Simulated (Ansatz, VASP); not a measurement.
# SnO in VASP and in Ansatz

Contents of INCAR:

```
  ALGO = Normal
  EDIFF = 1E-7
  ENCUT = 520
  GGA = PE
  ISIF = 2
  ISMEAR = 0
  LASPH = True
  LCHARG = True
  LELF = True
  LREAL = False
  LVHAR = True
  LWAVE = False
  NBANDS = 28
  NELM = 80
  PREC = Accurate
  SIGMA = 0.05
```

File KPOINTS:

```
k-points
0
Gamma
  10 10 8
```

The input POSCAR:

```
SnO
1.0
    3.9445011061      0.0000000000      0.0000000000
    0.0000000000      3.9445011061      0.0000000000
    0.0000000000      0.0000000000      5.0719346970
Sn O
2 2
Direct
   -0.0323234793      0.5000000000      0.2284856918
    0.5323234793      0.0000000000      0.7715143082
    0.0034824310      0.0000000000      0.0000000000
    0.4965175690      0.5000000000      0.0000000000
```

Input for Ansatz:

```yaml
crystal:
  lattice:
    - [3.9445011061, 0.0, 0.0]
    - [0.0, 3.9445011061, 0.0]
    - [0.0, 0.0, 5.071934697]
  atoms:
    - { symbol: Sn, position: [-0.0323234793, 0.5, 0.2284856918] }
    - { symbol: Sn, position: [0.5323234793, 0.0, 0.7715143082] }
    - { symbol: O, position: [0.003482431, 0.0, 0.0] }
    - { symbol: O, position: [0.496517569, 0.5, 0.0] }
basis:
  ecutwfc: 520.0
kpoints:
  mp_grid: { grid: [10, 10, 8] }
hamiltonian:
  xc: pbe
  pseudopotentials: { kind: paw, azcp: { folder: soft_1 } }
scf:
  occupations: { method: gaussian, width: 0.05 }
output:
  forces: true
  stress: true
  eigenvalues: true
```

Change from the starting cell: mode 4 frozen in at -0.125 Å, equal normal strain along x and y +0.0200.

Alike in both runs: task single point; functional PBE; k mesh 10 × 10 × 8; occupations gaussian, width 0.05 eV; no spin polarisation.

|  | VASP | Ansatz |
| --- | --- | --- |
| version | VASP 6.6.1 | Ansatz 0.2.0 |
| potentials or method | VASP PAW PBE potentials, release 64 (Sn_d, O), cutoff 520 eV | scalar-relativistic, plane waves, PAW |
| valence electrons in the cell | 40 | 40 |

Ansatz gave:

```
gap on the k mesh at the Fermi level (eV)                     : 0.70
least direct gap on the mesh (eV)                             : 1.88
pressure (GPa)                                                : -2.6
traceless stress, the component that is largest in VASP (GPa) : 2.11
rms of the force components (eV/Å)                            : 0.240
```

**Question.** What did VASP give for the same quantities?

**Answer.** gap on the k mesh at the Fermi level (eV): 0.71; least direct gap on the mesh (eV): 1.85; pressure (GPa): -2.4; traceless stress, the component that is largest in VASP (GPa): 2.21; rms of the force components (eV/Å): 0.233.

Atom by atom the forces differ by 0.035 eV/Å (rms over components).
